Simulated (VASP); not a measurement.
# Ag (Cmcm) in VASP: further runs

Runs on Ag. Level: r2SCAN. Tasks: single point.

Everything below comes from runs of VASP 6.6.1. Logs are shortened: lines on timing, memory, paths and dates and some standing lists are left out, and cuts for length are marked.

### Step 1. The cell of the first run

The structure is orthorhombic, space group Cmcm (No. 63). The conventional cell has a = 2.930 Å, b = 4.770 Å, c = 4.790 Å, α = 90.00°, β = 90.00°, γ = 90.00°. Within 3.7 Å of Ag (site symmetry m2m) lie 12 Ag at 2.80 to 2.93 Å.

### Step 2. Single point, r2SCAN (strain -0.0600 x Voigt [0, 1, 0, 0, 0, 0])

POSCAR

```
Ag
1.0
    2.9299980804      0.0000000000      0.0000000000
   -1.4649990402      2.3852056044      0.0000000000
    0.0000000000      0.0000000000      4.7900000000
Ag
2
Direct
    0.3333333333      0.6666666667      0.2500000000
    0.6666666667      0.3333333333      0.7500000000
```

INCAR.step1

```
SYSTEM = Ag
PREC = Accurate ; ENCUT = 520
ISMEAR = 0 ; SIGMA = 0.15
LREAL = .FALSE. ; LASPH = .TRUE.
NELM = 100 ; NBANDS = 18
GGA = PE ; ALGO = Normal
EDIFF = 1E-4 ; LWAVE = .TRUE.
LCHARG = .FALSE.
```

INCAR.step2

```
SYSTEM = Ag
PREC = Accurate ; ENCUT = 520
EDIFF = 1E-6 ; ISMEAR = 0
SIGMA = 0.15 ; LREAL = .FALSE.
LASPH = .TRUE. ; NELM = 100
ALGO = Normal ; ISIF = 2
LWAVE = .FALSE. ; LCHARG = .FALSE.
METAGGA = R2SCAN ; LMIXTAU = .TRUE.
NBANDS = 18 ; ISTART = 1
```

KPOINTS

```
regular mesh
0
G
  18 18 10
  0 0 0
```

Potentials or basis: VASP PAW PBE potentials, release 64 (Ag).

The run is started by

```sh
$ cat potpaw_PBE.64/Ag/POTCAR > POTCAR
$ cp INCAR.step1 INCAR
$ mpirun -np 1 vasp_std > vasp.out
$ cp INCAR.step2 INCAR
$ mpirun -np 1 vasp_std > vasp.out
```

OUTCAR:

```text
SYSTEM = Ag
   PREC = Accurate
   ENCUT = 520
   EDIFF = 1E-6
   ISMEAR = 0
   LREAL = .FALSE.
   LASPH = .TRUE.
   NELM = 100
   ISIF = 2
   METAGGA = R2SCAN
   ISTART = 1

 ion  position               nearest neighbor table
   1  0.333  0.667  0.250-   2 2.87   2 2.87   2 2.92   2 2.92   2 2.92   2 2.92
   2  0.667  0.333  0.750-   1 2.87   1 2.87   1 2.92   1 2.92   1 2.92   1 2.92

  Warning from LATTYP: Monoclinic adjustment (A1->A3, A2->A1, A3->A2)!
  LATTYP: Found a base centered orthorhombic cell.
 ALAT       =     2.9299980804
 B/A-ratio  =     1.6281277591
 C/A-ratio  =     1.6348133577

  Lattice vectors:

 A1 = (   1.4649990402,  -2.3852056044,   0.0000000000)
 A2 = (   1.4649990402,   2.3852056044,   0.0000000000)
 A3 = (   0.0000000000,   0.0000000000,   4.7900000000)

Analysis of symmetry for initial positions (statically):
=====================================================================
 Subroutine PRICEL returns:
 Original cell was already a primitive cell.

 Routine SETGRP: Setting up the symmetry group for a
 base centered orthorhombic supercell.

 Subroutine GETGRP returns: Found  8 space group operations
 (whereof  4 operations were pure point group operations)
 out of a pool of  8 trial point group operations.

The static configuration has the point symmetry C_2h.
 The point group associated with its full space group is D_2h.

Analysis of symmetry for dynamics (positions and initial velocities):
=====================================================================
 Subroutine PRICEL returns:
 Original cell was already a primitive cell.

 Routine SETGRP: Setting up the symmetry group for a
 base centered orthorhombic supercell.

 Subroutine GETGRP returns: Found  8 space group operations
 (whereof  4 operations were pure point group operations)
 out of a pool of  8 trial point group operations.

The dynamic configuration has the point symmetry C_2h.
 The point group associated with its full space group is D_2h.

 Subroutine INISYM returns: Found  8 space group operations
 (whereof  4 operations are pure point group operations),
 and found     1 'primitive' translations

----------------------------------------------------------------------------------------

                                     Primitive cell

  volume of cell :      33.4756

  direct lattice vectors                    reciprocal lattice vectors
     2.929998080  0.000000000  0.000000000     0.341297152  0.209625535  0.000000000
    -1.464999040  2.385205604  0.000000000     0.000000000  0.419251069  0.000000000
     0.000000000  0.000000000  4.790000000     0.000000000  0.000000000  0.208768267

  length of vectors
     2.929998080  2.799183446  4.790000000     0.400532908  0.419251069  0.208768267

  position of ions in fractional coordinates (direct lattice)
     0.333333333  0.666666667  0.250000000
     0.666666667  0.333333333  0.750000000

  ion indices of the primitive-cell ions
   primitive index   ion index
                 1           1
                 2           2

----------------------------------------------------------------------------------------

 KPOINTS: regular mesh

Automatic generation of k-mesh.
 Grid dimensions read from file:
 generate k-points for:   18   18   10

 Generating k-lattice:

  Cartesian coordinates                     Fractional coordinates (reciprocal lattice)
     0.018960953  0.011645863  0.000000000     0.055555556  0.000000000  0.000000000
     0.000000000  0.023291726  0.000000000     0.000000000  0.055555556  0.000000000
     0.000000000  0.000000000  0.020876827     0.000000000  0.000000000  0.100000000

  Length of vectors
     0.022251828  0.023291726  0.020876827

  Shift w.r.t. Gamma in fractional coordinates (k-lattice)
     0.000000000  0.000000000  0.000000000

 Subroutine IBZKPT returns following result:
 ===========================================

 Found    546 irreducible k-points:

 Following reciprocal coordinates:
            Coordinates               Weight
  0.000000  0.000000  0.000000      1.000000
  0.055556  0.000000  0.000000      4.000000
  0.111111  0.000000  0.000000      4.000000
  0.166667 -0.000000  0.000000      4.000000
  0.222222 -0.000000  0.000000      4.000000
  0.277778  0.000000  0.000000      4.000000
[... 16 lines left out ...]
 -0.333333  0.055556  0.000000      4.000000
 -0.277778  0.055556  0.000000      4.000000
 [... further k-points ...]
   k-points           NKPTS =    546   k-points in BZ     NKDIM =    546   number of bands    NBANDS=     18
   number of dos      NEDOS =    301   number of ions     NIONS =      2
   total plane-waves  NPLWV =  20736
   dimension x,y,z NGX =    24 NGY =   24 NGZ =   36
   dimension x,y,z NGXF=    48 NGYF=   48 NGZF=   72
   ions per type =               2
   NGX,Y,Z   is equivalent  to a cutoff of  13.62, 14.25, 12.49 a.u.
   NGXF,Y,Z  is equivalent  to a cutoff of  27.23, 28.51, 24.99 a.u.
 SYSTEM =  Ag
   PREC   = accura    normal or accurate (medium, high low for compatibility)
   ISTART =      1    job   : 0-new  1-cont  2-samecut
   ICHARG =      0    charge: 1-file 2-atom 10-const
   ISPIN  =      1    spin polarized calculation?
   LNONCOLLINEAR =      F non collinear calculations
   LSORBIT =      F    spin-orbit coupling
   LASPH  =      T    aspherical Exc in radial PAW
   ENCUT  =  520.0 eV  38.22 Ry    6.18 a.u.   5.45  5.20  8.91*2*pi/ulx,y,z
   NELM   =    100;   NELMIN=  2; NELMDL=  0     # of ELM steps
   EDIFF  = 0.1E-05   stopping-criterion for ELM
   LREAL  =      F    real-space projection
   EDIFFG = 0.1E-04   stopping-criterion for IOM
   NSW    =      0    number of steps for IOM
   IBRION =     -1    ionic relax: 0-MD 1-quasi-New 2-CG
   NFREE  =      0    steps in history (QN), initial steepest desc. (CG)
   ISIF   =      2    stress and relaxation
   ISYM   =      2    0-nonsym 1-usesym 2-fastsym
   POTIM  = 0.5000    time-step for ionic-motion
   TEBEG  =    0.0;   TEEND  =   0.0 temperature during run
   PSTRESS=    0.0 pullay stress
   NELECT =      22.0000    total number of electrons
   NUPDOWN=      -1.0000    fix difference up-down
   EMIN   =  10.00;   EMAX   =-10.00  energy-range for DOS
   EFERMI =   0.00;   METHOD = LEGACY
   ISMEAR =     0;   SIGMA  =   0.15  broadening in eV -4-tet -1-fermi 0-gaus
   EFERMI_NEDOS =   21; number of points for ismear=-14 and -15
   IALGO  =     38    algorithm
   IMIX   =      4    mixing-type and parameters
     AMIX     =   0.40;   BMIX     =  1.00
     AMIX_MAG =   1.60;   BMIX_MAG =  1.00
  volume/ion in A,a.u.               =      16.74       112.95
  Fermi-wavevector in a.u.,A,eV,Ry     =   1.423332  2.689707 27.563683  2.025874
  Thomas-Fermi vector in A             =   2.543941
   LORBIT       =      0    0 simple, 1 ext, 2 COOP (PROOUT), +10 PAW based schemes
   METAGGA = R2SCAN    functional components
   LHFCALC =     F    Hartree Fock is set to
   AEXX    =    0.0000 exact exchange contribution
   IVDW    =     0    specifies the selected vdW correction
   LEPSILON=     F    determine dielectric tensor
   LRPA    =     F    only Hartree local field effects (RPA)
 non-spin polarized calculation
 Gauss-broadening in eV      SIGMA  =   0.15
  energy-cutoff  :      520.00
  volume of cell :       33.48
 maximum number of plane-waves:       919
 NGX is ok and might be reduce to    24
   NGX = 11   NGY = 11   NGZ = 17

 number of electron      21.9999995 magnetization

 Free energy of the ion-electron system (eV)
  ---------------------------------------------------
  ext. energy  EPLUGINS =         0.00000000
  ---------------------------------------------------
  free energy    TOTEN  =       -42.67061441 eV

  energy without entropy =      -42.66402812  energy(sigma->0) =      -42.66732127

 E-fermi :   8.7162     XC(G=0): -13.0932

 val. band max:        8.7123114116   @ k =   0.1667   0.3333   0.2000
 cond. band min:       8.7187233243   @ k =   0.1111   0.3889   0.0000
 fundamental gap:      0.0064119127
 Fermi energy:         8.7162112854

 k-point     1 :       0.0000    0.0000    0.0000
  band No.  band energies     occupation
      1       0.5897      2.00000
      2       1.8031      2.00000
      3       3.2572      2.00000
      4       3.3224      2.00000
      5       3.5061      2.00000
      6       3.8684      2.00000
[... 10 lines left out ...]
     17      27.7799      0.00000
     18      29.4246      0.00000

 k-point     2 :       0.0556    0.0000    0.0000
  band No.  band energies     occupation
      1       0.6795      2.00000
      2       1.8567      2.00000
      3       3.2031      2.00000
      4       3.3948      2.00000
      5       3.5124      2.00000
      6       3.8946      2.00000
[... 10 lines left out ...]
     17      28.0679      0.00000
     18      28.5490      0.00000

 k-point     3 :       0.1111    0.0000    0.0000
  band No.  band energies     occupation
      1       0.9399      2.00000
      2       2.0007      2.00000
      3       3.1302      2.00000
      4       3.4566      2.00000
      5       3.5933      2.00000
      6       3.9840      2.00000
[... 10 lines left out ...]
     17      27.2643      0.00000
     18      28.6211      0.00000

 k-point     4 :       0.1667   -0.0000    0.0000
  band No.  band energies     occupation
      1       1.3361      2.00000
      2       2.1725      2.00000
      3       3.0873      2.00000
      4       3.4370      2.00000
      5       3.7541      2.00000
      6       3.8173      2.00000
[... 375 lines left out ...]
      4       3.7107      2.00000
      5       3.7622      2.00000
      6       3.8632      2.00000
[... 10 lines left out ...]
     17      21.7201      0.00000
     18      26.0442      0.00000

 k-point    23 :      -0.3333    0.0556    0.0000
  band No.  band energies     occupation
      1       2.1263      2.00000
      2       2.2961      2.00000
      3       2.8379      2.00000
      4       3.5419      2.00000
      5       3.5999      2.00000
      6       3.8356      2.00000
[... 10 lines left out ...]
     17      23.6165      0.00000
     18      26.5093      0.00000

 k-point    24 :      -0.2778    0.0556    0.0000
  band No.  band energies     occupation
      1       2.0057      2.00000
      2       2.2925      2.00000
      3       3.1827      2.00000
      4       3.1879      2.00000
      5       3.4595      2.00000
      6       3.9140      2.00000
[... 10 lines left out ...]
     17      25.5201      0.00000
     18      27.0075      0.00000

 [... further k-points ...]
[... 5 lines left out ...]
  --------------------------------------------------------------------------------------
  -------------------------------------------------------------------------------------
  Total        0.6903385      1.6940218      0.4398063      0.0000000      0.0000000      0.0000000
  in kB       33.0403019     81.0776037     21.0495742      0.0000000      0.0000000      0.0000000
  external PRESSURE =      45.0558266 kB  Pullay stress =       0.0000000 kB

 VOLUME and BASIS-vectors are now :
 -----------------------------------------------------------------------------
  energy-cutoff  :      520.00
  volume of cell :       33.48
      direct lattice vectors                 reciprocal lattice vectors
     2.929998080  0.000000000  0.000000000     0.341297152  0.209625535  0.000000000
    -1.464999040  2.385205604  0.000000000     0.000000000  0.419251069  0.000000000
     0.000000000  0.000000000  4.790000000     0.000000000  0.000000000  0.208768267

 POSITION                                       TOTAL-FORCE (eV/Angst)
 -----------------------------------------------------------------------------------
     -0.00000      1.59014      1.19750        -0.000000     -0.067866     -0.000000
      1.46500      0.79507      3.59250         0.000000      0.067866      0.000000
 -----------------------------------------------------------------------------------
    total drift:                               -0.000000      0.000000     -0.000000

  FREE ENERGIE OF THE ION-ELECTRON SYSTEM (eV)
  ---------------------------------------------------
  free  energy   TOTEN  =       -42.6706144108 eV

  energy  without entropy=      -42.6640281192  energy(sigma->0) =      -42.66732127
```

It took 13 min on 1 thread of AMD EPYC 7R13 (Zen 3), shared host; peak memory 0.35 GiB.

What came out:

```
Free energy            : -42.6706 eV
Pressure               : 4.5 GPa
Largest force          : 0.068 eV/Å
Band gap on the k mesh : zero (bands 11 and 12 overlap by 8.06 eV)
```

Forces in eV/Å, atoms in the order of the input:
```
Ag   0.000 -0.068  0.000
Ag   0.000  0.068  0.000
```

Levels at points of the mesh, in eV from the Fermi level:
| k point | band 8 | band 9 | band 10 | band 11 | band 12 | band 13 | band 14 | band 15 |
| --- | --- | --- | --- | --- | --- | --- | --- | --- |
| (0.00, 0.00, 0.00) | -4.46 | -4.36 | -3.51 | -3.41 | -0.65 | 3.34 | 16.43 | 17.70 |
| (0.50, 0.00, 0.00) | -3.29 | -3.29 | -3.17 | 0.04 | 1.55 | 6.88 | 7.14 | 9.51 |
| (0.00, 0.50, 0.00) | -3.39 | -3.14 | -3.02 | 0.54 | 2.22 | 7.58 | 7.79 | 10.26 |
| (0.00, 0.00, 0.50) | -4.91 | -3.85 | -3.85 | -3.71 | -3.71 | 10.97 | 10.97 | 16.84 |
| (0.50, 0.00, 0.50) | -3.55 | -3.18 | -3.18 | 0.67 | 0.67 | 4.66 | 4.66 | 14.20 |
| (0.00, 0.50, 0.50) | -3.49 | -3.08 | -3.08 | 1.22 | 1.22 | 5.51 | 5.51 | 13.44 |

Caveat: the cell differs from its parent crystal (strain -0.0600 x Voigt [0, 1, 0, 0, 0, 0]); the cell stands under pressure; the PAW data sets were made with another functional, which shifts forces and pressure a little.

(Part 1 of 3 ends here.)
